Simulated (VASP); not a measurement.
# TiSi2 in VASP: single point with PBE

Aim: the single point of TiSi2 with PBE.

Program: VASP 6.6.1. These are calculated values, not measurements. Logs are shortened: lines on timing, memory, paths and dates and some standing lists are left out, and cuts for length are marked.

## 1. The cell of the first run

The cell holds a disordered packing, 18 atoms: a = 6.750 Å, b = 6.346 Å, c = 6.701 Å, α = 96.54°, β = 95.09°, γ = 81.83°.

## 2. Single point, PBE

Input file INCAR:

```
SYSTEM = TiSi2
PREC     = Accurate       ! precision mode
ENCUT    = 520            ! plane-wave cutoff, eV
EDIFF    = 1E-6           ! SCF threshold, eV
ISMEAR   = 0              ! smearing method
SIGMA    = 0.1            ! smearing width, eV
LREAL    = Auto         
LASPH    = .TRUE.         ! aspherical terms in the spheres
NELM     = 100            ! most SCF steps
ALGO     = Normal         ! electronic algorithm
ISIF     = 2              ! what is computed and relaxed
LWAVE    = .FALSE.        ! write WAVECAR
LCHARG   = .FALSE.        ! write CHGCAR
GGA      = PE             ! functional
NBANDS   = 75             ! bands
```

Input file KPOINTS:

```
Automatic mesh
0
G
  5 5 5
  0 0 0
```

Input file POSCAR:

```
TiSi2
1.0
    6.7276410000      0.4547090000     -0.2968160000
    0.4612710000      6.3191220000     -0.3617980000
   -0.2774370000     -0.3631030000      6.6858410000
Ti Si
6 12
Direct
    0.4902995520      0.2893007578      0.8830881721
    0.5070678534      0.7686323856      0.7890611979
    0.2129017528      0.4674880863      0.5559691820
    0.7691191912      0.8426753506      0.3607728525
    0.1388910722      0.9709725652      0.6373217898
    0.1365193749      0.7022555419      0.0767832139
    0.2760879188      0.0269249260      0.0100795656
    0.6205384603      0.4558862611      0.5558120967
    0.3992551093      0.7432675657      0.3827284027
    0.8979731999      0.6933799646      0.7106059822
    0.0665194053      0.1138751310      0.2987458676
    0.3272985810      0.3581869621      0.2115115074
    0.4543573871      0.0923426580      0.5154889504
    0.7778439984      0.9406484877      0.0056957365
    0.7748028624      0.5394782971      0.0463980780
    0.7836214611      0.1078487948      0.6923961803
    0.0720419614      0.3381745328      0.8564155808
    0.7122574618      0.2608533581      0.2518170166
```

Potentials or basis: VASP PAW PBE potentials, release 64 (Ti_sv, Si).

Launch:

```
cat potpaw_PBE.64/Ti_sv/POTCAR potpaw_PBE.64/Si/POTCAR > POTCAR
mpirun -np 1 vasp_std > vasp.out
```

OUTCAR:

```text
SYSTEM = TiSi2
   PREC = Accurate
   ENCUT = 520
   EDIFF = 1E-6
   ISMEAR = 0
   LREAL = Auto
   LASPH = .TRUE.
   NELM = 100
   ISIF = 2
   GGA = PE

 ion  position               nearest neighbor table
   1  0.490  0.289  0.883-  12 2.51  16 2.52   7 2.61  13 2.64  15 2.74  18 2.78  17 2.79   8 2.80
                            14 2.87
   2  0.507  0.769  0.789-   8 2.46  14 2.52   7 2.54  10 2.70   9 2.75  15 2.76   5 2.79  13 2.87

   3  0.213  0.467  0.556-  12 2.49  17 2.56  10 2.61  13 2.69   9 2.71   8 2.74  11 2.90
   4  0.769  0.843  0.361-  14 2.53  16 2.63  10 2.66  13 2.68   9 2.68  15 2.69  18 2.80  11 2.91

   5  0.139  0.971  0.637-  16 2.48  11 2.52   7 2.59  13 2.59  17 2.61  10 2.67   9 2.71   2 2.79

   6  0.137  0.702  0.077-   7 2.48  12 2.59   9 2.60  17 2.67  14 2.70  15 2.77  10 2.81  11 2.85

   7  0.276  0.027  0.010-  12 2.42  11 2.46   6 2.48  17 2.51   2 2.54   5 2.59   1 2.61
   8  0.621  0.456  0.556-  18 2.34   2 2.46   9 2.51  16 2.55  10 2.64  13 2.68   3 2.74   1 2.80
                            12 2.97
   9  0.399  0.743  0.383-  13 2.36   8 2.51   6 2.60  12 2.67   4 2.68   5 2.71   3 2.71   2 2.75
                            11 3.08
  10  0.898  0.693  0.711-  14 2.50   3 2.61   8 2.64  17 2.64  16 2.65   4 2.66   5 2.67   2 2.70
                            15 2.79   6 2.81
  11  0.067  0.114  0.299-  18 2.45   7 2.46   5 2.52  12 2.65   6 2.85  13 2.87  14 2.88   3 2.90
                             4 2.91   9 3.08
  12  0.327  0.358  0.212-   7 2.42   3 2.49   1 2.51  18 2.58   6 2.59  11 2.65   9 2.67  13 2.79
                            17 2.81   8 2.97
  13  0.454  0.092  0.515-   9 2.36  16 2.43   5 2.59   1 2.64   4 2.68   8 2.68   3 2.69  12 2.79
                             2 2.87  11 2.87  18 2.97
  14  0.778  0.941  0.006-  16 2.46  18 2.48  10 2.50   2 2.52   4 2.53  15 2.59   6 2.70   1 2.87
                            11 2.88
  15  0.775  0.539  0.046-  18 2.46  17 2.58  14 2.59   4 2.69   1 2.74   2 2.76   6 2.77  10 2.79

  16  0.784  0.108  0.692-  13 2.43  14 2.46   5 2.48   1 2.52   8 2.55   4 2.63  10 2.65  17 2.68

  17  0.072  0.338  0.856-   7 2.51   3 2.56  15 2.58   5 2.61  10 2.64   6 2.67  16 2.68   1 2.79
                            12 2.81
  18  0.712  0.261  0.252-   8 2.34  11 2.45  15 2.46  14 2.48  12 2.58   1 2.78   4 2.80  13 2.97

  LATTYP: Found a triclinic cell.
 ALAT       =     8.6891585976
 B/A-ratio  =     1.2444276228
 C/A-ratio  =     1.0448964650
 COS(alpha) =     0.0060697744
 COS(beta)  =     0.5341004893
 COS(gamma) =     0.7815725765

  Lattice vectors:

 A1 = (   0.1838340000,   5.9560190000,   6.3240430000)
 A2 = (  -6.5438070000,   5.5013100000,   6.6208590000)
 A3 = (   6.4502040000,   0.0916060000,   6.3890250000)

Analysis of symmetry for initial positions (statically):
=====================================================================
 Subroutine PRICEL returns:
 Original cell was already a primitive cell.

 Routine SETGRP: Setting up the symmetry group for a
 triclinic supercell.

 Subroutine GETGRP returns: Found  1 space group operations
 (whereof  1 operations were pure point group operations)
 out of a pool of  2 trial point group operations.

The static configuration has the point symmetry C_1 .

Analysis of symmetry for dynamics (positions and initial velocities):
=====================================================================
 Subroutine PRICEL returns:
 Original cell was already a primitive cell.

 Routine SETGRP: Setting up the symmetry group for a
 triclinic supercell.

 Subroutine GETGRP returns: Found  1 space group operations
 (whereof  1 operations were pure point group operations)
 out of a pool of  2 trial point group operations.

The dynamic configuration has the point symmetry C_1 .

 Subroutine INISYM returns: Found  1 space group operations
 (whereof  1 operations are pure point group operations),
 and found     1 'primitive' translations

----------------------------------------------------------------------------------------

                                     Primitive cell

  volume of cell :     281.5226

  direct lattice vectors                    reciprocal lattice vectors
     6.727641000  0.454709000 -0.296816000     0.149605317 -0.010598114  0.005632477
     0.461271000  6.319122000 -0.361798000    -0.010415993  0.159481311  0.008229086
    -0.277437000 -0.363103000  6.685841000     0.006078034  0.008159681  0.150265176

  length of vectors
     6.749519497  6.346256501  6.701439021     0.150085961  0.160032807  0.150609250

  position of ions in fractional coordinates (direct lattice)
     0.490299552  0.289300758  0.883088172
     0.507067853  0.768632386  0.789061198
     0.212901753  0.467488086  0.555969182
     0.769119191  0.842675351  0.360772852
     0.138891072  0.970972565  0.637321790
     0.136519375  0.702255542  0.076783214
[... 10 lines left out ...]
     0.072041961  0.338174533  0.856415581
     0.712257462  0.260853358  0.251817017

  ion indices of the primitive-cell ions
   primitive index   ion index
                 1           1
                 2           2
                 3           3
                 4           4
                 5           5
                 6           6
[... 10 lines left out ...]
                17          17
                18          18

----------------------------------------------------------------------------------------

 KPOINTS: Automatic mesh

Automatic generation of k-mesh.
 Grid dimensions read from file:
 generate k-points for:    5    5    5

 Generating k-lattice:

  Cartesian coordinates                     Fractional coordinates (reciprocal lattice)
     0.029921063 -0.002119623  0.001126495     0.200000000 -0.000000000 -0.000000000
    -0.002083199  0.031896262  0.001645817     0.000000000  0.200000000 -0.000000000
     0.001215607  0.001631936  0.030053035     0.000000000  0.000000000  0.200000000

  Length of vectors
     0.030017192  0.032006561  0.030121850

  Shift w.r.t. Gamma in fractional coordinates (k-lattice)
     0.000000000  0.000000000  0.000000000

 Subroutine IBZKPT returns following result:
 ===========================================

 Found     63 irreducible k-points:

 Following reciprocal coordinates:
            Coordinates               Weight
  0.000000  0.000000  0.000000      1.000000
  0.200000  0.000000 -0.000000      2.000000
  0.400000  0.000000 -0.000000      2.000000
 -0.000000  0.200000 -0.000000      2.000000
  0.200000  0.200000 -0.000000      2.000000
  0.400000  0.200000 -0.000000      2.000000
[... 16 lines left out ...]
 -0.200000  0.200000  0.200000      2.000000
 -0.000000  0.400000  0.200000      2.000000
 [... further k-points ...]
   k-points           NKPTS =     63   k-points in BZ     NKDIM =     63   number of bands    NBANDS=     75
   number of dos      NEDOS =    301   number of ions     NIONS =     18
   total plane-waves  NPLWV = 120000
   dimension x,y,z NGX =    50 NGY =   48 NGZ =   50
   dimension x,y,z NGXF=   100 NGYF=   96 NGZF=  100
   ions per type =               6  12
   NGX,Y,Z   is equivalent  to a cutoff of  12.32, 12.57, 12.40 a.u.
   NGXF,Y,Z  is equivalent  to a cutoff of  24.63, 25.15, 24.81 a.u.
 SYSTEM =  TiSi2
   PREC   = accura    normal or accurate (medium, high low for compatibility)
   ISTART =      0    job   : 0-new  1-cont  2-samecut
   ICHARG =      2    charge: 1-file 2-atom 10-const
   ISPIN  =      1    spin polarized calculation?
   LNONCOLLINEAR =      F non collinear calculations
   LSORBIT =      F    spin-orbit coupling
   LASPH  =      T    aspherical Exc in radial PAW
   ENCUT  =  520.0 eV  38.22 Ry    6.18 a.u.  12.55 11.80 12.46*2*pi/ulx,y,z
   NELM   =    100;   NELMIN=  2; NELMDL= -5     # of ELM steps
   EDIFF  = 0.1E-05   stopping-criterion for ELM
   LREAL  =      T    real-space projection
   EDIFFG = 0.1E-04   stopping-criterion for IOM
   NSW    =      0    number of steps for IOM
[... 5 lines left out ...]
   TEBEG  =    0.0;   TEEND  =   0.0 temperature during run
   PSTRESS=    0.0 pullay stress
   NELECT =     120.0000    total number of electrons
   NUPDOWN=      -1.0000    fix difference up-down
   EMIN   =  10.00;   EMAX   =-10.00  energy-range for DOS
   EFERMI =   0.00;   METHOD = LEGACY
   ISMEAR =     0;   SIGMA  =   0.10  broadening in eV -4-tet -1-fermi 0-gaus
   EFERMI_NEDOS =   21; number of points for ismear=-14 and -15
   IALGO  =     38    algorithm
   IMIX   =      4    mixing-type and parameters
     AMIX     =   0.40;   BMIX     =  1.00
     AMIX_MAG =   1.60;   BMIX_MAG =  1.00
  volume/ion in A,a.u.               =      15.64       105.54
  Fermi-wavevector in a.u.,A,eV,Ry     =   1.232057  2.328250 20.653163  1.517965
  Thomas-Fermi vector in A             =   2.366842
   LORBIT       =      0    0 simple, 1 ext, 2 COOP (PROOUT), +10 PAW based schemes
   GGA     = PE    functional components
   LHFCALC =     F    Hartree Fock is set to
   AEXX    =    0.0000 exact exchange contribution
   IVDW    =     0    specifies the selected vdW correction
   LEPSILON=     F    determine dielectric tensor
   LRPA    =     F    only Hartree local field effects (RPA)
 non-spin polarized calculation
 Gauss-broadening in eV      SIGMA  =   0.10
  energy-cutoff  :      520.00
  volume of cell :      281.52
 maximum number of plane-waves:      7609
 NGX is ok and might be reduce to    50
   NGX = 25   NGY = 23   NGZ = 25

 number of electron     119.9999995 magnetization

 Free energy of the ion-electron system (eV)
  ---------------------------------------------------
  ext. energy  EPLUGINS =         0.00000000
  ---------------------------------------------------
  free energy    TOTEN  =      -115.91848920 eV

  energy without entropy =     -115.87343361  energy(sigma->0) =     -115.89596141

 E-fermi :   9.0476     XC(G=0): -11.1386

 val. band max:        9.0423449436   @ k =  -0.2000  -0.0000   0.4000
 cond. band min:       9.0618627623   @ k =  -0.4000  -0.0000   0.2000
 fundamental gap:      0.0195178187
 Fermi energy:         9.0476417402

 k-point     1 :       0.0000    0.0000    0.0000
  band No.  band energies     occupation
      1     -47.8626      2.00000
      2     -47.8486      2.00000
      3     -47.8112      2.00000
      4     -47.7835      2.00000
      5     -47.6931      2.00000
      6     -47.5261      2.00000
[... 1789 lines left out ...]
     71      10.6386      0.00000
     72      10.7622      0.00000

 [... further k-points ...]

 [bands above 72 left out]

------------------------ aborting loop because EDIFF is reached ----------------------------------------

  FORCE on cell =-STRESS in cart. coord.  units (eV):
  Direction    XX          YY          ZZ          XY          YZ          ZX
  --------------------------------------------------------------------------------------
  -------------------------------------------------------------------------------------
  Total       -0.1297817      0.4617336     -0.2200875      0.1324601     -0.0919316      0.0690229
  in kB       -0.7386024      2.6277788     -1.2525433      0.7538456     -0.5231932      0.3928170
  external PRESSURE =       0.2122110 kB  Pullay stress =       0.0000000 kB

 VOLUME and BASIS-vectors are now :
 -----------------------------------------------------------------------------
  energy-cutoff  :      520.00
  volume of cell :      281.52
      direct lattice vectors                 reciprocal lattice vectors
     6.727641000  0.454709000 -0.296816000     0.149605317 -0.010598114  0.005632477
     0.461271000  6.319122000 -0.361798000    -0.010415993  0.159481311  0.008229086
    -0.277437000 -0.363103000  6.685841000     0.006078034  0.008159681  0.150265176

 POSITION                                       TOTAL-FORCE (eV/Angst)
 -----------------------------------------------------------------------------------
      3.18700      1.73042      5.65399        -0.014794      0.052039      0.046351
      3.54700      4.80114      4.84694         0.008607     -0.035130     -0.013257
      1.49372      2.84905      3.48479        -0.025972     -0.000064      0.007413
      5.46297      5.54370      1.87890        -0.002534     -0.037142     -0.027459
      1.20547      5.96744      3.86851         0.024859      0.039316      0.069876
      1.22108      4.47183      0.21876        -0.034138     -0.006677      0.004335
[... 10 lines left out ...]
      0.40306      1.85876      5.58212        -0.005272      0.014904     -0.023946
      4.84227      1.88080      1.37782         0.028526      0.012214     -0.026991
 -----------------------------------------------------------------------------------
    total drift:                                0.014774      0.011619      0.009135

  FREE ENERGIE OF THE ION-ELECTRON SYSTEM (eV)
  ---------------------------------------------------
  free  energy   TOTEN  =      -115.9184892029 eV

  energy  without entropy=     -115.8734336117  energy(sigma->0) =     -115.89596141
```

Run time: 26 min. Hardware: 1 thread of Intel Xeon 6975P-C (Granite Rapids), shared host; peak memory 0.84 GiB.

Results:

| Quantity | Value |
| --- | --- |
| Free energy | -115.9185 eV |
| Pressure | 0.0 GPa |
| Largest force | 0.084 eV/Å |
| Band gap on the k mesh | zero (bands 60 and 61 overlap by 0.24 eV) |

Forces on the atoms (eV/Å):
```
Ti  -0.015  0.052  0.046
Ti   0.009 -0.035 -0.013
Ti  -0.026  0.000  0.007
Ti  -0.003 -0.037 -0.027
Ti   0.025  0.039  0.070
Ti  -0.034 -0.007  0.004
Si  -0.001 -0.013  0.018
Si   0.004  0.034  0.016
Si  -0.039 -0.015  0.011
Si   0.002 -0.034 -0.021
Si  -0.016  0.003 -0.041
Si   0.025  0.007  0.021
Si   0.027 -0.028 -0.053
Si  -0.032  0.001 -0.005
Si   0.022  0.013  0.024
Si   0.027 -0.008 -0.007
Si  -0.005  0.015 -0.024
Si   0.029  0.012 -0.027
```

Stress tensor (GPa, compression positive):
```
-0.07  0.08  0.04
 0.08  0.26 -0.05
 0.04 -0.05 -0.13
```

Caveat: the atoms stand as in a frame of molecular dynamics.
